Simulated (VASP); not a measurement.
Write the native input for VASP 6.6.1 that does the following.

| Quantity | Value |
| --- | --- |
| Task | single point |
| Functional | LDA |
| Potentials or basis | VASP PAW PBE potentials, release 64 (Nd_3), 4f in core |
| Cutoff | 500 eV |
| k mesh | 9 × 9 × 9 |
| Occupations | tetrahedron |
| Spin | collinear spin, ferromagnetic start |
| Starting moments | [3.0] μB |
| Dipole correction | no |
| Further INCAR settings | ALGO = Normal; EDIFF = 1e-06; NBANDS = 16 |

The structure of Nd lies in POSCAR:

```
Nd
1.0
    0.0000000000      2.6049204508      2.6049204508
    2.6049204508      0.0000000000      2.6049204508
    2.6049204508      2.6049204508      0.0000000000
Nd
1
Direct
    0.0000000000      0.0000000000      0.0000000000
```

This isn't the form of Nd at room conditions, which is double hcp.

These files were run (other wordings do the same):

INCAR

```
  PREC = Accurate
  ENCUT = 500
  EDIFF = 1E-6
  ISMEAR = -5
  SIGMA = 0.05
  LREAL = False
  LASPH = True
  NELM = 200
  ALGO = Normal
  ISIF = 2
  LWAVE = False
  LCHARG = False
  ISPIN = 2
  MAGMOM = 3
  LORBIT = 11
  LMAXMIX = 6
  GGA = CA
  NBANDS = 16
  GGA_COMPAT = False
```

KPOINTS

```
Automatic mesh
0
Gamma
  9 9 9
```

Potentials or basis: VASP PAW PBE potentials, release 64 (Nd_3), 4f in core.

The run is started by

```console
$ cat potpaw_PBE.64/Nd_3/POTCAR > POTCAR
$ mpirun -np 1 vasp_std > vasp.out
```

It gave:

```yaml
Pressure: -3.5 GPa
Net_moment: 0.00 μB per cell
Valence_electrons_inside_the_program's_atomic_spheres: Nd 8.89
```

Caveat: the magnetic or orbital state may not be the lowest; the cell stands under tension; the moments typed at the start vanished in this run; the PAW data sets were made with another functional, which shifts forces and pressure a little; tetrahedron occupations give inexact forces and stress in metals.

Run time: 74 s on 1 thread of Intel Xeon 8259CL, on a shared host, peak memory 0.17 GiB.
